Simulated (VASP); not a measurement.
# BAs5 (P6/mmm) in VASP: a series of runs

BAs5 is run at these levels: PBE; tasks: single point, relaxation of cell and atoms.

Program: VASP 6.6.1. These are calculated values, not measurements. Logs are shortened: lines on timing, memory, paths and dates and some standing lists are left out, and cuts for length are marked.

**1. The cell of the first run**

It takes space group P6/mmm (No. 191, hexagonal). The conventional cell has a = 5.374 Å, b = 5.374 Å, c = 6.999 Å, α = 90.00°, β = 90.00°, γ = 120.00°. Within 2.5 Å of B (site symmetry 6/mmm) lie 2 As at 1.89 Å. Within 3.5 Å of As (site symmetry mmm) lie 8 As at 2.69 to 3.13 Å. Within 2.5 Å of As (site symmetry 6mm) lie 1 B at 1.89 Å.

The cell was generated, and may not be a known phase.

**2. Single point, PBE**

The input, INCAR:

```
SYSTEM = BAs5
ALGO     = Normal         ! electronic algorithm
EDIFF    = 1E-6           ! SCF threshold, eV
ENCUT    = 520            ! plane-wave cutoff, eV
GGA      = PE             ! functional
ISIF     = 2              ! what is computed and relaxed
ISMEAR   = 0              ! smearing method
LASPH    = .TRUE.         ! aspherical terms in the spheres
LCHARG   = .TRUE.         ! write CHGCAR
LELF     = .TRUE.         ! ELF
LREAL    = .FALSE.        ! projectors in reciprocal space
LVHAR    = .TRUE.       
LWAVE    = .FALSE.        ! write WAVECAR
NBANDS   = 23             ! bands
NELM     = 80             ! most SCF steps
PREC     = Accurate       ! precision mode
SIGMA    = 0.1            ! smearing width, eV
```

The input, KPOINTS:

```
k-points
0
G
  12 12 6
  0 0 0
```

The input, POSCAR:

```
BAs5
1.0
    5.3743799390      0.0000000000      0.0000000000
   -2.6871899695      4.6543495568      0.0000000000
    0.0000000000      0.0000000000      6.9990903840
B As
1 5
Direct
    0.0000000000      0.0000000000      0.0000000000
    0.5000000000      0.0000000000      0.5000000000
    0.0000000000      0.5000000000      0.5000000000
    0.5000000000      0.5000000000      0.5000000000
    0.0000000000      0.0000000000      0.2694877176
    0.0000000000      0.0000000000      0.7305122824
```

Potentials or basis: VASP PAW PBE potentials, release 64 (B, As).

On the command line:

```
cat potpaw_PBE.64/B/POTCAR potpaw_PBE.64/As/POTCAR > POTCAR
mpirun -np 1 vasp_std > vasp.out
```

OUTCAR:

```text
SYSTEM = BAs5
   EDIFF = 1E-6
   ENCUT = 520
   GGA = PE
   ISIF = 2
   ISMEAR = 0
   LASPH = .TRUE.
   LREAL = .FALSE.
   NELM = 80
   PREC = Accurate

 ion  position               nearest neighbor table
   1  0.000  0.000  0.000-   5 1.89   6 1.89
   2  0.500  0.000  0.500-   3 2.69   4 2.69   4 2.69   3 2.69
   3  0.000  0.500  0.500-   4 2.69   4 2.69   2 2.69   2 2.69
   4  0.500  0.500  0.500-   3 2.69   3 2.69   2 2.69   2 2.69
   5  0.000  0.000  0.269-   1 1.89
   6  0.000  0.000  0.731-   1 1.89

  LATTYP: Found a hexagonal cell.
 ALAT       =     5.3743799390
 C/A-ratio  =     1.3023065848

  Lattice vectors:

 A1 = (   5.3743799390,   0.0000000000,   0.0000000000)
 A2 = (  -2.6871899695,   4.6543495568,   0.0000000000)
 A3 = (   0.0000000000,   0.0000000000,   6.9990903840)

Analysis of symmetry for initial positions (statically):
=====================================================================
 Subroutine PRICEL returns:
 Original cell was already a primitive cell.

 Routine SETGRP: Setting up the symmetry group for a
 hexagonal supercell.

 Subroutine GETGRP returns: Found 24 space group operations
 (whereof 24 operations were pure point group operations)
 out of a pool of 24 trial point group operations.

The static configuration has the point symmetry D_6h.

Analysis of symmetry for dynamics (positions and initial velocities):
=====================================================================
 Subroutine PRICEL returns:
 Original cell was already a primitive cell.

 Routine SETGRP: Setting up the symmetry group for a
 hexagonal supercell.

 Subroutine GETGRP returns: Found 24 space group operations
 (whereof 24 operations were pure point group operations)
 out of a pool of 24 trial point group operations.

The dynamic configuration has the point symmetry D_6h.

 Subroutine INISYM returns: Found 24 space group operations
 (whereof 24 operations are pure point group operations),
 and found     1 'primitive' translations

----------------------------------------------------------------------------------------

                                     Primitive cell

  volume of cell :     175.0769

  direct lattice vectors                    reciprocal lattice vectors
     5.374379939  0.000000000  0.000000000     0.186067976  0.107426396  0.000000000
    -2.687189969  4.654349557  0.000000000     0.000000000  0.214852793  0.000000000
     0.000000000  0.000000000  6.999090384     0.000000000  0.000000000  0.142875709

  length of vectors
     5.374379939  5.374379939  6.999090384     0.214852793  0.214852793  0.142875709

  position of ions in fractional coordinates (direct lattice)
     0.000000000  0.000000000  0.000000000
     0.500000000  0.000000000  0.500000000
     1.000000000  0.500000000  0.500000000
     0.500000000  0.500000000  0.500000000
     0.000000000  0.000000000  0.269487718
     0.000000000  0.000000000  0.730512282

  ion indices of the primitive-cell ions
   primitive index   ion index
                 1           1
                 2           2
                 3           3
                 4           4
                 5           5
                 6           6

----------------------------------------------------------------------------------------

 KPOINTS: k-points

Automatic generation of k-mesh.
 Grid dimensions read from file:
 generate k-points for:   12   12    6

 Generating k-lattice:

  Cartesian coordinates                     Fractional coordinates (reciprocal lattice)
     0.015505665  0.008952200  0.000000000     0.083333333 -0.000000000  0.000000000
     0.000000000  0.017904399  0.000000000     0.000000000  0.083333333  0.000000000
     0.000000000  0.000000000  0.023812618     0.000000000  0.000000000  0.166666667

  Length of vectors
     0.017904399  0.017904399  0.023812618

  Shift w.r.t. Gamma in fractional coordinates (k-lattice)
     0.000000000  0.000000000  0.000000000

 Subroutine IBZKPT returns following result:
 ===========================================

 Found     76 irreducible k-points:

 Following reciprocal coordinates:
            Coordinates               Weight
  0.000000  0.000000  0.000000      1.000000
  0.083333  0.000000  0.000000      6.000000
  0.166667 -0.000000  0.000000      6.000000
  0.250000 -0.000000  0.000000      6.000000
  0.333333  0.000000  0.000000      6.000000
  0.416667 -0.000000  0.000000      6.000000
[... 16 lines left out ...]
  0.250000 -0.000000  0.166667     12.000000
  0.333333  0.000000  0.166667     12.000000
 [... further k-points ...]
   k-points           NKPTS =     76   k-points in BZ     NKDIM =     76   number of bands    NBANDS=     23
   number of dos      NEDOS =    301   number of ions     NIONS =      6
   total plane-waves  NPLWV =  86400
   dimension x,y,z NGX =    40 NGY =   40 NGZ =   54
   dimension x,y,z NGXF=    80 NGYF=   80 NGZF=  108
   ions per type =               1   5
   NGX,Y,Z   is equivalent  to a cutoff of  12.37, 12.37, 12.83 a.u.
   NGXF,Y,Z  is equivalent  to a cutoff of  24.75, 24.75, 25.65 a.u.
 SYSTEM =  BAs5
   PREC   = accura    normal or accurate (medium, high low for compatibility)
   ISTART =      0    job   : 0-new  1-cont  2-samecut
   ICHARG =      2    charge: 1-file 2-atom 10-const
   ISPIN  =      1    spin polarized calculation?
   LNONCOLLINEAR =      F non collinear calculations
   LSORBIT =      F    spin-orbit coupling
   LASPH  =      T    aspherical Exc in radial PAW
   ENCUT  =  520.0 eV  38.22 Ry    6.18 a.u.   9.99  9.99 13.01*2*pi/ulx,y,z
   NELM   =     80;   NELMIN=  2; NELMDL= -5     # of ELM steps
   EDIFF  = 0.1E-05   stopping-criterion for ELM
   LREAL  =      F    real-space projection
   EDIFFG = 0.1E-04   stopping-criterion for IOM
   NSW    =      0    number of steps for IOM
   IBRION =     -1    ionic relax: 0-MD 1-quasi-New 2-CG
   NFREE  =      0    steps in history (QN), initial steepest desc. (CG)
   ISIF   =      2    stress and relaxation
   ISYM   =      2    0-nonsym 1-usesym 2-fastsym
   POTIM  = 0.5000    time-step for ionic-motion
   TEBEG  =    0.0;   TEEND  =   0.0 temperature during run
   PSTRESS=    0.0 pullay stress
   NELECT =      28.0000    total number of electrons
   NUPDOWN=      -1.0000    fix difference up-down
   EMIN   =  10.00;   EMAX   =-10.00  energy-range for DOS
[... 14 lines left out ...]
   IVDW    =     0    specifies the selected vdW correction
   LEPSILON=     F    determine dielectric tensor
   LRPA    =     F    only Hartree local field effects (RPA)
 non-spin polarized calculation
 Gauss-broadening in eV      SIGMA  =   0.10
  energy-cutoff  :      520.00
  volume of cell :      175.08
 maximum number of plane-waves:      4746
 NGX is ok and might be reduce to    40
   NGX = 19   NGY = 19   NGZ = 27

 number of electron      27.9999994 magnetization

 Free energy of the ion-electron system (eV)
  ---------------------------------------------------
  ext. energy  EPLUGINS =         0.00000000
  ---------------------------------------------------
  free energy    TOTEN  =       -24.78875448 eV

  energy without entropy =      -24.76074616  energy(sigma->0) =      -24.77475032

 E-fermi :   1.5583     XC(G=0):  -7.8184

 val. band max:        1.5572913360   @ k =   0.1667  -0.0000   0.1667
 cond. band min:       1.5596934757   @ k =   0.0833   0.0833   0.1667
 fundamental gap:      0.0024021397
 Fermi energy:         1.5582819205

 k-point     1 :       0.0000    0.0000    0.0000
  band No.  band energies     occupation
      1     -12.3867      2.00000
      2      -9.2542      2.00000
      3      -8.9298      2.00000
      4      -7.1801      2.00000
      5      -7.1801      2.00000
      6      -4.6599      2.00000
[... 15 lines left out ...]
     22       6.3692      0.00000
     23       7.0267      0.00000

 k-point     2 :       0.0833    0.0000    0.0000
  band No.  band energies     occupation
      1     -12.3436      2.00000
      2      -9.2755      2.00000
      3      -8.9233      2.00000
      4      -7.4431      2.00000
      5      -7.2213      2.00000
      6      -4.4034      2.00000
[... 15 lines left out ...]
     22       6.2312      0.00000
     23       7.1928      0.00000

 k-point     3 :       0.1667   -0.0000    0.0000
  band No.  band energies     occupation
      1     -12.2148      2.00000
      2      -9.3496      2.00000
      3      -8.9055      2.00000
      4      -7.9907      2.00000
      5      -7.3258      2.00000
      6      -4.3496      2.00000
[... 15 lines left out ...]
     22       6.2650      0.00000
     23       7.5826      0.00000

 k-point     4 :       0.2500   -0.0000    0.0000
  band No.  band energies     occupation
      1     -12.0017      2.00000
      2      -9.5241      2.00000
      3      -8.8808      2.00000
      4      -8.5221      2.00000
      5      -7.4533      2.00000
      6      -4.5557      2.00000
[... 15 lines left out ...]
     22       6.3579      0.00000
     23       6.9409      0.00000

 k-point     5 :       0.3333    0.0000    0.0000
  band No.  band energies     occupation
      1     -11.7078      2.00000
      2      -9.8785      2.00000
      3      -8.8556      2.00000
      4      -8.8523      2.00000
      5      -7.5673      2.00000
      6      -4.7008      2.00000
[... 15 lines left out ...]
     22       6.4715      0.00000
     23       6.6935      0.00000

 k-point     6 :       0.4167   -0.0000    0.0000
  band No.  band energies     occupation
      1     -11.3432      2.00000
      2     -10.3546      2.00000
      3      -8.9878      2.00000
      4      -8.8369      2.00000
      5      -7.6441      2.00000
      6      -4.7831      2.00000
[... 15 lines left out ...]
     22       6.5730      0.00000
     23       6.7570      0.00000

 k-point     7 :       0.5000   -0.0000    0.0000
  band No.  band energies     occupation
      1     -11.0258      2.00000
      2     -10.7209      2.00000
      3      -9.0230      2.00000
      4      -8.8300      2.00000
      5      -7.6709      2.00000
      6      -4.8096      2.00000
[... 353 lines left out ...]
     22       6.3693      0.00000
     23       6.9836      0.00000

 k-point    21 :       0.0833    0.0000    0.1667
  band No.  band energies     occupation
      1     -12.3366      2.00000
      2      -9.3969      2.00000
      3      -8.8110      2.00000
      4      -7.4423      2.00000
      5      -7.2210      2.00000
      6      -4.4010      2.00000
[... 15 lines left out ...]
     22       6.2215      0.00000
     23       7.1474      0.00000

 k-point    22 :       0.1667   -0.0000    0.1667
  band No.  band energies     occupation
      1     -12.2075      2.00000
      2      -9.4278      2.00000
      3      -8.8526      2.00000
      4      -7.9810      2.00000
      5      -7.3253      2.00000
      6      -4.2459      2.00000
[... 15 lines left out ...]
     22       6.3987      0.00000
     23       7.3075      0.00000

 k-point    23 :       0.2500   -0.0000    0.1667
  band No.  band energies     occupation
      1     -11.9940      2.00000
      2      -9.5362      2.00000
      3      -8.9608      2.00000
      4      -8.4546      2.00000
      5      -7.4526      2.00000
      6      -4.4108      2.00000
[... 15 lines left out ...]
     22       6.4385      0.00000
     23       6.7914      0.00000

 k-point    24 :       0.3333    0.0000    0.1667
  band No.  band energies     occupation
      1     -11.6997      2.00000
      2      -9.8522      2.00000
      3      -9.1151      2.00000
      4      -8.6523      2.00000
      5      -7.5665      2.00000
      6      -4.5330      2.00000
[... 15 lines left out ...]
     22       6.2577      0.00000
     23       6.9202      0.00000

 [... further k-points ...]

------------------------ aborting loop because EDIFF is reached ----------------------------------------

  FORCE on cell =-STRESS in cart. coord.  units (eV):
  Direction    XX          YY          ZZ          XY          YZ          ZX
  --------------------------------------------------------------------------------------
  -------------------------------------------------------------------------------------
  Total        0.0488660      0.0488660      0.3325506      0.0000000      0.0000000      0.0000000
  in kB        0.4471863      0.4471863      3.0432622      0.0000000      0.0000000      0.0000000
  external PRESSURE =       1.3125449 kB  Pullay stress =       0.0000000 kB

 VOLUME and BASIS-vectors are now :
 -----------------------------------------------------------------------------
  energy-cutoff  :      520.00
  volume of cell :      175.08
      direct lattice vectors                 reciprocal lattice vectors
     5.374379939  0.000000000  0.000000000     0.186067976  0.107426396  0.000000000
    -2.687189969  4.654349557  0.000000000     0.000000000  0.214852793  0.000000000
     0.000000000  0.000000000  6.999090384     0.000000000  0.000000000  0.142875709

 POSITION                                       TOTAL-FORCE (eV/Angst)
 -----------------------------------------------------------------------------------
      0.00000      0.00000      0.00000         0.000000      0.000000      0.000000
      2.68719      0.00000      3.49955         0.000000      0.000000      0.000000
     -1.34359      2.32717      3.49955         0.000000      0.000000      0.000000
      1.34359      2.32717      3.49955         0.000000      0.000000      0.000000
      0.00000      0.00000      1.88617         0.000000      0.000000      0.088974
      0.00000      0.00000      5.11292        -0.000000     -0.000000     -0.088974
 -----------------------------------------------------------------------------------
    total drift:                                0.000000      0.000000     -0.000000

  FREE ENERGIE OF THE ION-ELECTRON SYSTEM (eV)
  ---------------------------------------------------
  free  energy   TOTEN  =       -24.7887544820 eV

  energy  without entropy=      -24.7607461621  energy(sigma->0) =      -24.77475032
```

It took 3.1 min on 1 thread of Intel Xeon 6975P-C (Granite Rapids), shared host; peak memory 0.42 GiB.

Results:

```yaml
Free_energy: -24.7888 eV
Pressure: 0.1 GPa
Largest_force: 0.089 eV/Å
Band_gap_on_the_k_mesh: zero (bands 14 and 15 overlap by 1.12 eV)
```

Forces on the atoms (eV/Å):
```
B    0.000  0.000  0.000
As   0.000  0.000  0.000
As   0.000  0.000  0.000
As   0.000  0.000  0.000
As   0.000  0.000  0.089
As   0.000  0.000 -0.089
```

**3. Single point, PBE**

The input, INCAR:

```
PREC     = Accurate       # precision mode
ENCUT    = 520            # plane-wave cutoff, eV
EDIFF    = 1E-6           # SCF threshold, eV
ISMEAR   = 0              # smearing method
SIGMA    = 0.1            # smearing width, eV
LREAL    = False          # projectors in reciprocal space
LASPH    = True           # aspherical terms in the spheres
NELM     = 60             # most SCF steps
ALGO     = Normal         # electronic algorithm
ISIF     = 2              # what is computed and relaxed
LWAVE    = False          # write WAVECAR
LCHARG   = False          # write CHGCAR
GGA      = PE             # functional
NBANDS   = 23             # bands
```

The input, KPOINTS:

```
regular mesh
0
Gamma
  12 12 6
```

POSCAR is that of step 2.

Potentials or basis: VASP PAW PBE potentials, release 64 (B, As).

On the command line:

```
cat potpaw_PBE.64/B/POTCAR potpaw_PBE.64/As/POTCAR > POTCAR
mpirun -np 1 vasp_std > vasp.out
```

Run time: 2.8 min. Hardware: 1 thread of Intel Xeon 6975P-C (Granite Rapids), shared host; peak memory 0.43 GiB.

It converged, with:

```yaml
Free_energy: -24.7888 eV
Pressure: 0.1 GPa
Largest_force: 0.089 eV/Å
Band_gap_on_the_k_mesh: zero (bands 14 and 15 overlap by 1.12 eV)
```

Forces on the atoms (eV/Å):
```
B    0.000  0.000  0.000
As   0.000  0.000  0.000
As   0.000  0.000  0.000
As   0.000  0.000  0.000
As   0.000  0.000  0.089
As   0.000  0.000 -0.089
```

Stress tensor (GPa, compression positive):
```
0.04 0.00 0.00
0.00 0.04 0.00
0.00 0.00 0.30
```

Levels at points of the mesh, in eV from the Fermi level:
| k point | band 10 | band 11 | band 12 | band 13 | band 14 | band 15 | band 16 | band 17 | band 18 | band 19 |
| --- | --- | --- | --- | --- | --- | --- | --- | --- | --- | --- |
| (0.00, 0.00, 0.00) | -3.48 | -0.58 | -0.58 | -0.51 | -0.45 | -0.45 | 0.42 | 0.42 | 3.19 | 4.14 |
| (0.50, 0.00, 0.00) | -2.29 | -1.89 | -1.56 | -0.49 | -0.42 | -0.04 | 0.21 | 0.71 | 2.13 | 2.32 |
| (0.00, 0.00, 0.50) | -3.51 | -1.80 | -1.75 | -1.75 | 0.39 | 0.39 | 1.67 | 1.67 | 3.24 | 3.24 |
| (0.50, 0.00, 0.50) | -2.20 | -1.98 | -0.91 | -0.81 | -0.49 | -0.05 | 0.44 | 1.03 | 1.18 | 2.25 |

**4. Relaxation of cell and atoms, PBE**

This run uses another cell than the first one, of 29.26 Å³/atom.

The input, INCAR:

```
PREC = Accurate
ENCUT = 600
EDIFF = 1E-6
ISMEAR = 0
SIGMA = 0.1
LREAL = F
LASPH = T
NELM = 100
ALGO = Normal
ISIF = 3
LWAVE = F
LCHARG = F
GGA = PE
IBRION = 2
NSW = 90
EDIFFG = -0.04
```

The input, KPOINTS:

```
Automatic mesh
0
Gamma
  6 6 4
```

The input, POSCAR:

```
BAs5
1.0
    5.3675117754      0.0000000000      0.0000000000
   -2.6837558877      4.6484015526      0.0000000000
    0.0000000000      0.0000000000      7.0363931275
B As
1 5
Direct
    0.0000000000      0.0000000000      0.0000000000
    0.5000000000      0.0000000000      0.5000000000
    0.0000000000      0.5000000000      0.5000000000
    0.5000000000      0.5000000000      0.5000000000
    0.0000000000      0.0000000000      0.2669094388
    0.0000000000      0.0000000000      0.7330905612
```

On the command line:

```
cat potpaw_PBE.64/B/POTCAR potpaw_PBE.64/As/POTCAR > POTCAR
mpirun -np 1 vasp_std > vasp.out
```

Wall time 2.4 min (1 thread of Intel Xeon 6975P-C (Granite Rapids), shared host); peak memory 0.39 GiB.

It converged, with:

```yaml
Free_energy: -24.7680 eV
Relaxed_volume: 29.24 Å³/atom
Relaxed_cell: a = 5.391 Å, b = 5.391 Å, c = 6.970 Å, α = 90.00°, β = 90.00°, γ = 120.00°
Space_group_after_relaxing_to_0.1_Å: P6/mmm (No. 191)
Energy_gained_by_relaxing: 1.3 meV/atom
Ionic_steps: 5
Pressure_after_relaxing: -0.1 GPa
Largest_force_after_relaxing: 0.011 eV/Å
Band_gap_on_the_k_mesh: zero (bands 14 and 15 overlap by 0.93 eV)
```

Forces on the atoms (eV/Å):
```
B    0.000  0.000  0.000
As   0.000  0.000  0.000
As   0.000  0.000  0.000
As   0.000  0.000  0.000
As   0.000  0.000  0.011
As   0.000  0.000 -0.011
```

Stress tensor (GPa, compression positive):
```
-0.11  0.00  0.00
 0.00 -0.11  0.00
 0.00  0.00  0.03
```

The path:
```csv
step,energy change (eV),largest force (eV/Å),pressure (GPa),volume (Å³)
1,0.0000,0.2781,0.18,175.56
2,-0.0031,0.0167,-0.20,176.38
3,-0.0033,0.0412,-0.13,176.21
4,-0.0059,0.0322,-0.11,175.95
5,-0.0076,0.0113,-0.06,175.46
```

Final structure:
```
CELL_PARAMETERS angstrom
5.39144 0.00000 0.00000
-2.69572 4.66913 0.00000
0.00000 0.00000 6.96990
ATOMIC_POSITIONS crystal
B 0.00000 0.00000 0.00000
As 0.50000 0.00000 0.50000
As 0.00000 0.50000 0.50000
As 0.50000 0.50000 0.50000
As 0.00000 0.00000 0.27126
As 0.00000 0.00000 0.72874
```

Levels at points of the mesh, in eV from the Fermi level:
```tsv
k point	band 11	band 12	band 13	band 14	band 15	band 16	band 17	band 18
(0.00, 0.00, 0.00)	-0.61	-0.61	-0.51	-0.45	-0.45	0.41	0.41	3.19
(0.50, 0.00, 0.00)	-1.90	-1.58	-0.51	-0.42	-0.05	0.20	0.69	2.12
(0.00, 0.00, 0.50)	-1.81	-1.78	-1.78	0.37	0.37	1.68	1.68	3.22
(0.50, 0.00, 0.50)	-2.05	-0.91	-0.84	-0.51	-0.04	0.42	1.02	1.14
```

The gap in the log of VASP goes by the Fermi energy; the results here count the filled bands.